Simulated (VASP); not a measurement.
Here is a VASP 6.6.1 calculation.

INCAR

```
SYSTEM = Hf2N
PREC = Accurate
ENCUT = 600
EDIFF = 1E-6
ISMEAR = 0
SIGMA = 0.1
LREAL = .FALSE.
LASPH = .TRUE.
NELM = 100
ALGO = Normal
ISIF = 3
LWAVE = .FALSE.
LCHARG = .FALSE.
GGA = PS
IBRION = 2
NSW = 80
EDIFFG = -0.05
```

The input KPOINTS:

```
Automatic mesh
0
G
  6 6 4
  0 0 0
```

The input POSCAR:

```
Hf2N
1.0
    5.3505725559      0.0000000000      0.0000000000
   -2.6752862780      4.6337317582      0.0000000000
    0.0000000000      0.0000000000      4.9933032523
Hf N
6 3
Direct
    0.6668041045      0.6668041045      0.7527922812
    0.0000000000      0.3331958955      0.7527922812
    0.3331958955      0.0000000000      0.7527922812
    0.3331958955      0.3331958955      0.2472077188
    0.0000000000      0.6668041045      0.2472077188
    0.6668041045      0.0000000000      0.2472077188
    0.6666666667      0.3333333333      0.5000000000
    0.3333333333      0.6666666667      0.5000000000
    0.0000000000      0.0000000000      0.0000000000
```

Potentials or basis: VASP PAW PBE potentials, release 64 (Hf_pv, N).

Command:

```bash
$ cat potpaw_PBE.64/Hf_pv/POTCAR potpaw_PBE.64/N/POTCAR > POTCAR
$ mpirun -np 1 vasp_std > vasp.out
```

Q: Predict the space group after relaxing (to 0.05 Å).

A: P-31m (No. 162).

Q: What does it give for the relaxed volume?

A: 14.91 Å³/atom.

Step by step:
```tsv
step	energy change (eV)	largest force (eV/Å)	pressure (GPa)	volume (Å³)
1	0.0000	0.4311	18.63	123.80
2	1.0203	0.4223	-22.11	154.72
3	-0.5735	0.3859	-1.06	134.53
4	-0.5746	0.3858	-0.40	134.09
5	-0.5744	0.3859	-0.08	133.88
6	-0.6044	0.1291	0.30	133.77
7	-0.6067	0.0750	0.48	133.73
8	-0.6069	0.0055	-0.71	134.53
9	-0.6078	0.0322	-0.15	134.15
```

Caveat: the PAW data sets were made with another functional, which shifts forces and pressure a little; the relaxation stopped at a loose force limit of 0.05 eV/Å, so its end isn't a converged minimum.
